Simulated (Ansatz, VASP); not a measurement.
# AlIn2Sb2As in VASP and in Ansatz

```xyz
6
Lattice="4.3194 0.0000 0.0000 -2.1597 3.7407 0.0000 0.0000 0.0000 10.1552" Properties=species:S:1:pos:R:3 pbc="T T T"
Al    0.0000    0.0000    0.0000
In    0.0000    2.4938    0.0000
In    2.1597    1.2469    0.0000
Sb    0.0000    0.0000    7.5815
Sb    0.0000    0.0000    2.5738
As    0.0000    0.0000    5.0776
```

Alike in both runs: task single point; functional PBE; k mesh 6 × 6 × 2; occupations gaussian, width 0.1 eV; no spin polarisation.

|  | VASP | Ansatz |
| --- | --- | --- |
| version | VASP 6.6.1 | Ansatz 0.2.0 |
| potentials or method | VASP PAW PBE potentials, release 64 (Al, In_d, Sb, As), cutoff 520 eV | scalar-relativistic, plane waves, PAW |
| valence electrons in the cell | 44 | 74 |

|  | VASP | Ansatz | Ansatz less VASP |
| --- | --- | --- | --- |
| gap on the k mesh at the Fermi level (eV) | none | none | - |
| pressure (GPa) | 21.3 | 21.3 | -0.07 |
| traceless stress, the component that is largest in VASP (GPa) | -11.53 | -11.76 | -0.226 |
| rms of the force components (eV/Å) | 0.306 | 0.304 | -0.0018 |

Atom by atom the forces differ by 0.002 eV/Å (rms over components). A gap of «none» marks a metal or a gap that the smearing closes. VASP's potentials hold 44 valence electrons a cell and Ansatz's 74, so a difference there can come from the potentials and not from the codes.

Spin-orbit coupling is off throughout.
